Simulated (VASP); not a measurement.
The system is Au.

```
Au
1.0
     1.41131   -2.55593    0.00000
     1.41131    2.55593    0.00000
     0.00000    0.00000    4.89317
Au
2
Direct
  0.66533 0.33467 0.25000
  0.33467 0.66533 0.75000
```

| Property | Result |
| --- | --- |
| Program | VASP 6.6.1 |
| Task | relaxation of volume and atoms at fixed shape |
| Functional | PBE |
| Potentials or basis | VASP PAW PBE potentials, release 64 (Au) |
| Cutoff | 600 eV |
| k mesh | 4 × 4 × 2 |
| Occupations | methfessel-paxton, width 0.014 eV |
| Spin | no spin polarisation |
| Hubbard terms | Au d U = 5.7 eV, J = 1.0 eV |

At the start: pressure 1.9 GPa; volume 17.65 Å³/atom.

How do energy, volume and symmetry change on relaxing?

Over 6 steps the energy falls by 5.5 meV/atom and the volume is 17.88 Å³/atom (+1.3 %); space group Cmcm (No. 63, to 0.05 Å).

The path:
| step | energy change (eV) | largest force (eV/Å) | pressure (GPa) | volume (Å³) |
| --- | --- | --- | --- | --- |
| 1 | 0.0000 | 0.1302 | 1.91 | 35.30 |
| 2 | -0.0011 | 0.1041 | -1.87 | 36.39 |
| 3 | -0.0038 | 0.1155 | -0.21 | 35.88 |
| 4 | -0.0051 | 0.1058 | -0.19 | 35.87 |
| 5 | -0.0082 | 0.0747 | -0.11 | 35.83 |
| 6 | -0.0110 | 0.0075 | 0.13 | 35.76 |

Final structure:
```
CELL_PARAMETERS angstrom
1.41734 -2.56686 0.00000
1.41734 2.56686 0.00000
0.00000 0.00000 4.91409
ATOMIC_POSITIONS crystal
Au 0.65369 0.34631 0.25000
Au 0.34631 0.65369 0.75000
```

Caveat: the k points lie up to 0.64 Å⁻¹ apart in the final cell; U without spin polarisation on a metal has little footing; the U is typed as a test and isn't derived for this compound.
